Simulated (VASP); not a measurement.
Write the native input for VASP 6.6.1 that does the following.

- Task: relaxation of shape and atoms at fixed volume
- Functional: BLYP
- Dispersion: D3(BJ)
- Potentials or basis: VASP PAW PBE potentials, release 64 (Cu, O)
- Cutoff: 600 eV
- k mesh: 8 × 8 × 6
- Occupations: gaussian, width 0.05 eV
- Spin: collinear spin, ferromagnetic start
- Starting moments: [0.64, 0.64, 0.36, 0.36] μB
- Hubbard terms: Cu d U = 4.0 eV
- Dipole correction: no
- Further INCAR settings: ALGO = Fast; EDIFF = 1e-07; IBRION = 2; EDIFFG = -0.04; NSW = 60; ISIF = 4

The structure of CuO lies in POSCAR:

```
CuO
1.0
    2.3261573371     -1.7561883032      0.0252606201
    2.3261573371      1.7561883032      0.0252606201
   -0.7902278990      0.0000000000      5.1930896441
Cu O
2 2
Direct
    0.0000000000      0.5000000000      0.0000000000
    0.5000000000      0.0000000000      0.5000000000
    0.5660377562      0.4339622438      0.2500000000
    0.4339622438      0.5660377562      0.7500000000
```

These files were run (other wordings do the same):

INCAR

```
SYSTEM = CuO
PREC = Accurate
ENCUT = 600
EDIFF = 1E-7
ISMEAR = 0
SIGMA = 0.05
LREAL = .False.
LASPH = .True.
NELM = 150
ALGO = Fast
ISIF = 4
LWAVE = .False.
LCHARG = .False.
ISPIN = 2
MAGMOM = 0.64 0.64 0.36 0.36
LORBIT = 11
LMAXMIX = 4
LDAU = .True.
LDAUTYPE = 2
LDAUL = 2 -1
LDAUU = 4 0
LDAUJ = 0 0
LDAUPRINT = 1
GGA = B5
ALDAX = 1.0
AGGAX = 1.0
AGGAC = 1.0
ALDAC = 0.0
IVDW = 12
VDW_S6 = 1.0
VDW_S8 = 2.6996
VDW_A1 = 0.4298
VDW_A2 = 4.2359
IBRION = 2
NSW = 60
EDIFFG = -0.04
```

KPOINTS

```
regular mesh
0
Gamma
  8 8 6
  0 0 0
```

Potentials or basis: VASP PAW PBE potentials, release 64 (Cu, O).

Launch:

```console
$ cat potpaw_PBE.64/Cu/POTCAR potpaw_PBE.64/O/POTCAR > POTCAR
$ mpirun -np 1 vasp_std > vasp.out
```

Results of the run:

The energy gained by relaxing is 11.6 meV/atom. The ionic steps are 10 and the pressure after relaxing is 2.3 GPa. The largest force after relaxing is 0.040 eV/Å and the band gap on the k mesh is zero (filled and empty bands overlap). The net moment is 1.96 μB per cell and the site moments are Cu +0.63; O +0.31 μB. The valence electrons inside the program's atomic spheres are Cu 9.96; O 5.01 and the dispersion energy per atom is -0.584 eV.

Caveat: the PAW data sets were made with another functional, which shifts forces and pressure a little.

Wall time 57 min on 1 thread of Oxide Virtual Turin-like Processor, with other jobs on the host, peak memory 0.31 GiB.
